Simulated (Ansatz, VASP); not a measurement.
Two plane-wave programs on FeSi

```xyz
8
Lattice="4.4030 0.0000 0.0000 0.0000 4.4030 0.0000 0.0000 0.0000 4.4030" Properties=species:S:1:pos:R:3 pbc="T T T"
Fe    0.6017    0.6017    0.6017
Fe    1.5998    3.8013    2.8032
Fe    2.8032    1.5998    3.8013
Fe    3.8013    2.8032    1.5998
Si    3.7035    3.7035    3.7035
Si    2.9010    0.6995    1.5020
Si    1.5020    2.9010    0.6995
Si    0.6995    1.5020    2.9010
```

Alike in both runs: functional r2SCAN; k mesh 8 × 8 × 8; no spin polarisation.

Ansatz relaxed the structure, and its values are those at the end. VASP's run is a single point on that final structure, the one shown.

|  | VASP | Ansatz |
| --- | --- | --- |
| version | VASP 6.6.1 | Ansatz 0.2.0 |
| potentials or method | VASP PAW PBE potentials, release 64 (Fe, Si), cutoff 520 eV | scalar-relativistic, plane waves, PAW |
| occupations | gaussian, width 0.01 eV | fixed |
| valence electrons in the cell | 48 | 80 |

|  | VASP | Ansatz | Ansatz less VASP |
| --- | --- | --- | --- |
| gap on the k mesh at the Fermi level (eV) | 0.33 | 0.34 | +0.011 |
| least direct gap on the mesh (eV) | 0.33 | 0.35 | +0.011 |
| pressure (GPa) | 0.4 | 0.0 | -0.43 |
| rms of the force components (eV/Å) | 0.015 | 0.000 | -0.0148 |

VASP's potentials were made for PBE, not for r2SCAN. VASP's potentials hold 48 valence electrons a cell and Ansatz's 80, so a difference there can come from the potentials and not from the codes.
